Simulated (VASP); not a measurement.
# Pd (Fd-3m) in VASP: further runs, part 2 of 2

VASP 6.6.1. Earlier steps stand in the parts before.

### 3 Single point, PBE, collinear spin (26.46 Å³/atom)

This run uses another cell than the first one, of 26.46 Å³/atom.

INCAR

```
ALGO = Normal
EDIFF = 1E-7
ENCUT = 520
GGA = PE
ISIF = 2
ISMEAR = -1
ISPIN = 2
LASPH = True
LCHARG = True
LELF = True
LMAXMIX = 4
LORBIT = 11
LREAL = False
LVHAR = True
LWAVE = False
MAGMOM = 0.458 0.458
NBANDS = 21
NELM = 150
PREC = Accurate
SIGMA = 0.05
```

KPOINTS

```
k-points
0
Gamma
  15 15 15
```

POSCAR

```
Pd
1.0
    0.0000000000      2.9797123596      2.9797123596
    2.9797123596      0.0000000000      2.9797123596
    2.9797123596      2.9797123596      0.0000000000
Pd
2
Direct
    0.1250000000      0.1250000000      0.1250000000
    0.8750000000      0.8750000000      0.8750000000
```

Potentials or basis: VASP PAW PBE potentials, release 64 (Pd).

Started as:

```sh
> cat potpaw_PBE.64/Pd/POTCAR > POTCAR
> mpirun -np 1 vasp_std > vasp.out
```

OUTCAR:

```text
EDIFF = 1E-7
   ENCUT = 520
   GGA = PE
   ISIF = 2
   ISMEAR = -1
   ISPIN = 2
   LASPH = True
   LORBIT = 11
   LREAL = False
   NELM = 150
   PREC = Accurate

 ion  position               nearest neighbor table
   1  0.125  0.125  0.125-   2 2.58   2 2.58   2 2.58   2 2.58
   2  0.875  0.875  0.875-   1 2.58   1 2.58   1 2.58   1 2.58

  LATTYP: Found a face centered cubic cell.
 ALAT       =     5.9594247192

  Lattice vectors:

 A1 = (   0.0000000000,   2.9797123596,   2.9797123596)
 A2 = (   2.9797123596,   0.0000000000,   2.9797123596)
 A3 = (   2.9797123596,   2.9797123596,   0.0000000000)

Analysis of symmetry for initial positions (statically):
=====================================================================
 Subroutine PRICEL returns:
 Original cell was already a primitive cell.

 Routine SETGRP: Setting up the symmetry group for a
 face centered cubic supercell.

 Subroutine GETGRP returns: Found 48 space group operations
 (whereof 12 operations were pure point group operations)
 out of a pool of 48 trial point group operations.

The static configuration has the point symmetry D_3d.
 The point group associated with its full space group is O_h .

Analysis of symmetry for dynamics (positions and initial velocities):
=====================================================================
 Subroutine PRICEL returns:
 Original cell was already a primitive cell.

 Routine SETGRP: Setting up the symmetry group for a
 face centered cubic supercell.

 Subroutine GETGRP returns: Found 48 space group operations
 (whereof 12 operations were pure point group operations)
 out of a pool of 48 trial point group operations.

The dynamic configuration has the point symmetry D_3d.
 The point group associated with its full space group is O_h .

Analysis of structural, dynamic, and magnetic symmetry:
=====================================================================
 Subroutine PRICEL returns:
 Original cell was already a primitive cell.

 Routine SETGRP: Setting up the symmetry group for a
 face centered cubic supercell.

 Subroutine GETGRP returns: Found 48 space group operations
 (whereof 12 operations were pure point group operations)
 out of a pool of 48 trial point group operations.

The overall configuration has the point symmetry D_3d.
 The point group associated with its full space group is O_h .

 Subroutine INISYM returns: Found 48 space group operations
 (whereof 12 operations are pure point group operations),
 and found     1 'primitive' translations

----------------------------------------------------------------------------------------

                                     Primitive cell

  volume of cell :      52.9119

  direct lattice vectors                    reciprocal lattice vectors
     0.000000000  2.979712360  2.979712360    -0.167801432  0.167801432  0.167801432
     2.979712360  0.000000000  2.979712360     0.167801432 -0.167801432  0.167801432
     2.979712360  2.979712360  0.000000000     0.167801432  0.167801432 -0.167801432

  length of vectors
     4.213949631  4.213949631  4.213949631     0.290640605  0.290640605  0.290640605

  position of ions in fractional coordinates (direct lattice)
     0.125000000  0.125000000  0.125000000
     0.875000000  0.875000000  0.875000000
[... 63 lines left out ...]
   dimension x,y,z NGXF=    64 NGYF=   64 NGZF=   64
   ions per type =               2
   NGX,Y,Z   is equivalent  to a cutoff of  12.62, 12.62, 12.62 a.u.
   NGXF,Y,Z  is equivalent  to a cutoff of  25.25, 25.25, 25.25 a.u.
 SYSTEM =  unknown system
   PREC   = accura    normal or accurate (medium, high low for compatibility)
   ISTART =      0    job   : 0-new  1-cont  2-samecut
   ICHARG =      2    charge: 1-file 2-atom 10-const
   ISPIN  =      2    spin polarized calculation?
   LNONCOLLINEAR =      F non collinear calculations
   LSORBIT =      F    spin-orbit coupling
   LASPH  =      T    aspherical Exc in radial PAW
   ENCUT  =  520.0 eV  38.22 Ry    6.18 a.u.   7.84  7.84  7.84*2*pi/ulx,y,z
   NELM   =    150;   NELMIN=  2; NELMDL= -5     # of ELM steps
   EDIFF  = 0.1E-06   stopping-criterion for ELM
   LREAL  =      F    real-space projection
   EDIFFG = 0.1E-05   stopping-criterion for IOM
   NSW    =      0    number of steps for IOM
   IBRION =     -1    ionic relax: 0-MD 1-quasi-New 2-CG
   NFREE  =      0    steps in history (QN), initial steepest desc. (CG)
   ISIF   =      2    stress and relaxation
   ISYM   =      2    0-nonsym 1-usesym 2-fastsym
   POTIM  = 0.5000    time-step for ionic-motion
   TEBEG  =    0.0;   TEEND  =   0.0 temperature during run
   PSTRESS=    0.0 pullay stress
   NELECT =      20.0000    total number of electrons
   NUPDOWN=      -1.0000    fix difference up-down
   EMIN   =  10.00;   EMAX   =-10.00  energy-range for DOS
   EFERMI =   0.00;   METHOD = LEGACY
   ISMEAR =    -1;   SIGMA  =   0.05  broadening in eV -4-tet -1-fermi 0-gaus
   EFERMI_NEDOS =   21; number of points for ismear=-14 and -15
   IALGO  =     38    algorithm
   IMIX   =      4    mixing-type and parameters
     AMIX     =   0.40;   BMIX     =  1.00
     AMIX_MAG =   1.60;   BMIX_MAG =  1.00
  volume/ion in A,a.u.               =      26.46       178.53
  Fermi-wavevector in a.u.,A,eV,Ry     =   1.183679  2.236828 19.063057  1.401095
  Thomas-Fermi vector in A             =   2.319908
   LORBIT       =     11    0 simple, 1 ext, 2 COOP (PROOUT), +10 PAW based schemes
   GGA     = PE    functional components
   LHFCALC =     F    Hartree Fock is set to
   AEXX    =    0.0000 exact exchange contribution
   IVDW    =     0    specifies the selected vdW correction
   LEPSILON=     F    determine dielectric tensor
   LRPA    =     F    only Hartree local field effects (RPA)
 spin polarized calculation
  energy-cutoff  :      520.00
  volume of cell :       52.91
 maximum number of plane-waves:      1440
   NGX = 15   NGY = 15   NGZ = 15

 number of electron      19.9999995 magnetization       0.9105408

 Free energy of the ion-electron system (eV)
  ---------------------------------------------------
  ext. energy  EPLUGINS =         0.00000000
  ---------------------------------------------------
  free energy    TOTEN  =        -8.14567343 eV

  energy without entropy =       -8.10466539  energy(sigma->0) =       -8.12516941

 E-fermi :   3.2103     XC(G=0):  -9.5107

 val. band max:        3.2096791459   @ k =   0.3333   0.0667   0.0000
 cond. band min:       3.2127587720   @ k =  -0.4000   0.1333   0.0000
 fundamental gap:      0.0030796261
 Fermi energy:         3.2103414088

 spin component 1

 k-point     1 :       0.0000    0.0000    0.0000
  band No.  band energies     occupation
      1      -0.9362      1.00000
      2       0.1093      1.00000
      3       0.1093      1.00000
      4       0.1725      1.00000
      5       0.1725      1.00000
      6       0.1725      1.00000
[... 565 lines left out ...]
     20      17.8180      0.00000
     21      17.9261      0.00000

 [... further k-points ...]

 spin component 2

 k-point     1 :       0.0000    0.0000    0.0000
  band No.  band energies     occupation
      1      -0.8844      1.00000
      2       0.3710      1.00000
      3       0.3710      1.00000
      4       0.4675      1.00000
      5       0.4675      1.00000
      6       0.4675      1.00000
[... 565 lines left out ...]
     20      17.8861      0.00000
     21      18.0028      0.00000

 [... further k-points ...]
[... 5 lines left out ...]
  --------------------------------------------------------------------------------------
  -------------------------------------------------------------------------------------
  Total       -1.4282611     -1.4282611     -1.4282611      0.0000000      0.0000000      0.0000000
  in kB      -43.2479148    -43.2479148    -43.2479148      0.0000000      0.0000000      0.0000000
  external PRESSURE =     -43.2479148 kB  Pullay stress =       0.0000000 kB

 VOLUME and BASIS-vectors are now :
 -----------------------------------------------------------------------------
  energy-cutoff  :      520.00
  volume of cell :       52.91
      direct lattice vectors                 reciprocal lattice vectors
     0.000000000  2.979712360  2.979712360    -0.167801432  0.167801432  0.167801432
     2.979712360  0.000000000  2.979712360     0.167801432 -0.167801432  0.167801432
     2.979712360  2.979712360  0.000000000     0.167801432  0.167801432 -0.167801432

 POSITION                                       TOTAL-FORCE (eV/Angst)
 -----------------------------------------------------------------------------------
      0.74493      0.74493      0.74493        -0.000000     -0.000000     -0.000000
      5.21450      5.21450      5.21450         0.000000      0.000000      0.000000
 -----------------------------------------------------------------------------------
    total drift:                                0.000000      0.000000     -0.000000

  FREE ENERGIE OF THE ION-ELECTRON SYSTEM (eV)
  ---------------------------------------------------
  free  energy   TOTEN  =        -8.1456734314 eV

  energy  without entropy=       -8.1046653884  energy(sigma->0) =       -8.12516941

 total charge

# of ion       s       p       d       tot
------------------------------------------
    1        0.458   0.243   8.503   9.204
    2        0.458   0.243   8.503   9.204
--------------------------------------------------
tot          0.916   0.486  17.007  18.408

 magnetization (x)

# of ion       s       p       d       tot
------------------------------------------
    1       -0.005  -0.001   0.454   0.447
    2       -0.005  -0.001   0.454   0.447
--------------------------------------------------
tot         -0.009  -0.003   0.907   0.895
```

OSZICAR:

```text
N       E                     dE             d eps       ncg     rms          rms(c)
DAV:   1     0.101564790983E+03    0.10156E+03   -0.90499E+03 10088   0.836E+02
DAV:   2    -0.593569922280E+01   -0.10750E+03   -0.98530E+02 11248   0.194E+02
DAV:   3    -0.824385203243E+01   -0.23082E+01   -0.22857E+01 11984   0.298E+01
DAV:   4    -0.826580330181E+01   -0.21951E-01   -0.21948E-01 11801   0.281E+00
DAV:   5    -0.826631870293E+01   -0.51540E-03   -0.51540E-03 11981   0.484E-01    0.540E+00
DAV:   6    -0.815923210408E+01    0.10709E+00   -0.50300E-01 10818   0.520E+00    0.317E+00
DAV:   7    -0.814838516673E+01    0.10847E-01   -0.23609E-02 10658   0.111E+00    0.184E+00
DAV:   8    -0.814559178156E+01    0.27934E-02   -0.44529E-03 11453   0.459E-01    0.289E-01
DAV:   9    -0.814560620029E+01   -0.14419E-04   -0.13452E-04 12447   0.663E-02    0.473E-02
DAV:  10    -0.814566115281E+01   -0.54953E-04   -0.31971E-05 11148   0.362E-02    0.270E-02
DAV:  11    -0.814567163515E+01   -0.10482E-04   -0.11431E-05 11021   0.186E-02    0.109E-02
DAV:  12    -0.814567309201E+01   -0.14569E-05   -0.11142E-06 11182   0.632E-03    0.414E-03
DAV:  13    -0.814567334523E+01   -0.25323E-06   -0.29508E-07 10271   0.347E-03    0.169E-03
DAV:  14    -0.814567343139E+01   -0.86158E-07   -0.79630E-08  9438   0.164E-03
   1 F= -.81456734E+01 E0= -.81251694E+01  d E =-.410080E-01  mag=     0.9103
```

Wall time 95 s (1 thread of Intel Xeon 6975P-C (Granite Rapids), shared host); peak memory 0.33 GiB.

Results:

```
Free energy                                           : -8.1457 eV
Pressure                                              : -4.3 GPa
Net moment                                            : 0.91 μB per cell
Site moments                                          : Pd +0.45 μB
Valence electrons inside the program's atomic spheres : Pd 9.20
```

Levels at points of the mesh, in eV from the Fermi level:
Spin up:
| k point | band 6 | band 7 | band 8 | band 9 | band 10 | band 11 | band 12 | band 13 | band 14 | band 15 |
| --- | --- | --- | --- | --- | --- | --- | --- | --- | --- | --- |
| (0.00, 0.00, 0.00) | -3.04 | -1.38 | -1.38 | -1.38 | -0.39 | -0.39 | 10.85 | 10.85 | 10.85 | 11.36 |
Spin down:
```
           k point  band 7  band 8  band 9  band 10  band 11  band 12  band 13  band 14
(0.00, 0.00, 0.00)   -1.05   -1.05   -1.05    -0.07    -0.07    10.95    10.95    10.95
```

Caveat: the cell stands under tension.

### 4 Single point, PBE, collinear spin (27.44 Å³/atom)

This run uses another cell than the first one, of 27.44 Å³/atom.

INCAR

```
SYSTEM = Pd
PREC     = Accurate       ! precision mode
ENCUT    = 520            ! plane-wave cutoff, eV
EDIFF    = 1E-6           ! SCF threshold, eV
ISMEAR   = -1             ! smearing method
SIGMA    = 0.05           ! smearing width, eV
LREAL    = .FALSE.        ! projectors in reciprocal space
LASPH    = .TRUE.         ! aspherical terms in the spheres
NELM     = 150            ! most SCF steps
ALGO     = Normal         ! electronic algorithm
ISIF     = 2              ! what is computed and relaxed
LWAVE    = .FALSE.        ! write WAVECAR
LCHARG   = .FALSE.        ! write CHGCAR
ISPIN    = 2              ! spin polarisation
MAGMOM   = 0.458 0.458    ! initial moments
LORBIT   = 11             ! projections on sites
LMAXMIX  = 4              ! l up to which the mixer works
GGA      = PE             ! functional
NBANDS   = 21             ! bands
```

KPOINTS

```
Automatic mesh
0
G
  15 15 15
  0 0 0
```

POSCAR

```
Pd
1.0
    0.0000000000      3.0160538968      3.0160538968
    3.0160538968      0.0000000000      3.0160538968
    3.0160538968      3.0160538968      0.0000000000
Pd
2
Direct
    0.1250000000      0.1250000000      0.1250000000
    0.8750000000      0.8750000000      0.8750000000
```

Started as:

```sh
> cat potpaw_PBE.64/Pd/POTCAR > POTCAR
> mpirun -np 1 vasp_std > vasp.out
```

Run time: 76 s. Hardware: 1 thread of Intel Xeon 6975P-C (Granite Rapids), shared host; peak memory 0.33 GiB.

It converged, with:

```yaml
Free_energy: -8.0847 eV
Pressure: -5.7 GPa
Net_moment: 0.89 μB per cell
Site_moments: Pd +0.44 μB
Valence_electrons_inside_the_program's_atomic_spheres: Pd 9.17
```

Levels at points of the mesh, in eV from the Fermi level:
Spin up:
| k point | band 6 | band 7 | band 8 | band 9 | band 10 | band 11 | band 12 | band 13 | band 14 | band 15 |
| --- | --- | --- | --- | --- | --- | --- | --- | --- | --- | --- |
| (0.00, 0.00, 0.00) | -2.90 | -1.32 | -1.32 | -1.32 | -0.39 | -0.39 | 10.58 | 10.58 | 10.58 | 11.12 |
Spin down:
| k point | band 8 | band 9 | band 10 | band 11 | band 12 | band 13 |
| --- | --- | --- | --- | --- | --- | --- |
| (0.00, 0.00, 0.00) | -0.99 | -0.99 | -0.07 | -0.07 | 10.67 | 10.67 |

Caveat: the cell stands under tension.

### 5 Summary

| cell | gap on the mesh (eV) | pressure (GPa) | moment (μB) |
| --- | --- | --- | --- |
| a = 4.161 Å, angles 60.0°, 2 atoms | none | -2.6 | 0.93 |
| a = 4.214 Å, angles 60.0°, 2 atoms | none | -4.3 | 0.91 |
| a = 4.265 Å, angles 60.0°, 2 atoms | none | -5.7 | 0.89 |

Alike in all rows: task single point; level PBE; potentials or basis VASP PAW PBE potentials, release 64 (Pd); spin collinear; k mesh 15 × 15 × 15; cutoff (eV) 520; smearing fermi-dirac 0.05 eV.

Caveats: the cell stands under tension (at least some runs).

Absolute energies hang on the potentials; compare differences alone.
